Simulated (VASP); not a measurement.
# SrCl2: single point with PBEsol

SrCl2:

```xyz
3
Lattice="0.0000 3.4855 3.4855 3.4855 0.0000 3.4855 3.4855 3.4855 0.0000" Properties=species:S:1:pos:R:3 pbc="T T T"
Sr    0.0000   -0.2348    0.0617
Cl    1.7428    2.0329    1.6665
Cl    5.2283    5.5184    5.1520
```

This cell differs from its parent crystal: atoms displaced along a vibrational mode.

* Program: VASP 6.6.1
* Task: single point
* Functional: PBEsol
* Potentials or basis: VASP PAW PBE potentials, release 64 (Sr_sv, Cl)
* Cutoff: 520 eV
* k mesh: 6 × 6 × 6
* Occupations: gaussian, width 0.05 eV
* Spin: no spin polarisation

```json
{"Pressure": "2.7 GPa", "Largest force": "1.667 eV/Å", "Band gap on the k mesh": "4.98 eV (least direct gap 5.36 eV)"}
```

Forces on the atoms (eV/Å):
```
Sr   0.000  1.498 -0.732
Cl  -0.429 -0.749  0.366
Cl   0.429 -0.749  0.366
```

Stress tensor (GPa, compression positive):
```
 3.61  0.00  0.00
 0.00  1.23 -1.64
 0.00 -1.64  3.27
```

Levels at points of the mesh, in eV from the valence-band top:
```tsv
k point	band 8	band 9	band 10	band 11	band 12	band 13	band 14	band 15	band 16	band 17
(0.00, 0.00, 0.00)	-2.17	-2.14	-0.65	-0.50	-0.50	4.98	5.80	6.90	7.74	7.76
(0.50, 0.00, 0.00)	-1.67	-1.61	-1.30	-1.23	-1.21	6.37	6.77	7.00	8.17	8.33
(0.00, 0.50, 0.00)	-1.72	-1.61	-1.33	-1.20	-1.16	6.16	6.69	6.85	8.27	8.43
(0.50, 0.50, 0.00)	-2.09	-2.02	-1.03	-0.34	-0.01	5.38	6.69	6.87	7.16	8.47
(0.00, 0.50, 0.50)	-2.09	-2.02	-1.03	-0.34	0.00	5.36	6.69	6.85	7.12	8.07
(0.50, 0.00, 0.50)	-2.01	-2.01	-0.55	-0.50	-0.16	5.56	6.90	7.55	8.06	8.22
```

Run time: 120 s on 1 thread of Oxide Virtual Turin-like Processor (shared host), peak memory 0.25 GiB.

Caveat: the cell differs from its parent crystal (atoms displaced along a vibrational mode); the PAW data sets were made with another functional, which shifts forces and pressure a little. A k mesh can miss the band edges.
